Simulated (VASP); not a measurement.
A run of VASP 6.6.1:

The input INCAR:

```
PREC = Accurate
ENCUT = 520
EDIFF = 1E-6
ISMEAR = -1
SIGMA = 0.05
LREAL = Auto
LASPH = T
NELM = 60
ALGO = Normal
ISIF = 2
LWAVE = F
LCHARG = F
GGA = PE
NBANDS = 141
```

The input KPOINTS:

```
Automatic mesh
0
Gamma
  2 2 1
```

File POSCAR:

```
BaTiO3
1.0
    5.6677180000      0.0000000000      0.0000000000
    0.0000000000      8.0153630000      0.0000000000
    0.0000000000      0.0000000000     19.0846470000
Ba Ti O
6 6 18
Direct
    0.5000000000      0.2500000000      0.0523981000
    0.0000000000      0.2500000000      0.2209535518
    0.5000000000      0.2500000000      0.4002151464
    0.5000000000      0.7500000000      0.0523981000
    0.0000000000      0.7500000000      0.2209535518
    0.5000000000      0.7500000000      0.4002151464
    0.0000000000      0.0000000000      0.0523981000
    0.5000000000      0.0000000000      0.2199942112
    0.0000000000      0.0000000000      0.3772739613
    0.0000000000      0.5000000000      0.0523981000
    0.5000000000      0.5000000000      0.2199942112
    0.0000000000      0.5000000000      0.3772739613
    0.2500000000      0.0000000000      0.1266426000
    0.7500000000      0.0000000000      0.1266426000
    0.0000000000      0.2500000000      0.0523981000
    0.7426434196      0.0000000000      0.2785305582
    0.2573565804      0.0000000000      0.2785305582
    0.5000000000      0.2500000000      0.1925127934
    0.2407418503      0.0000000000      0.4359890677
    0.7592581497      0.0000000000      0.4359890677
    0.0000000000      0.2500000000      0.3570976840
    0.2500000000      0.5000000000      0.1266426000
    0.7500000000      0.5000000000      0.1266426000
    0.0000000000      0.7500000000      0.0523981000
    0.7426434196      0.5000000000      0.2785305582
    0.2573565804      0.5000000000      0.2785305582
    0.5000000000      0.7500000000      0.1925127934
    0.2407418503      0.5000000000      0.4359890677
    0.7592581497      0.5000000000      0.4359890677
    0.0000000000      0.7500000000      0.3570976840
```

Potentials or basis: VASP PAW PBE potentials, release 64 (Ba_sv, Ti_sv, O).

Launch:

```bash
$ cat potpaw_PBE.64/Ba_sv/POTCAR potpaw_PBE.64/Ti_sv/POTCAR potpaw_PBE.64/O/POTCAR > POTCAR
$ mpirun -np 1 vasp_std > vasp.out
```

Hardware: 1 thread of Intel(R) Xeon(R) Platinum 8488C (Sapphire Rapids), with other jobs on the host.

Task: How long does it take, and how much memory?

Result: It took 25 min on 1 thread of Intel(R) Xeon(R) Platinum 8488C (Sapphire Rapids), on a shared host, peak memory 0.89 GiB. Counts: scf iterations 36, k points 4.
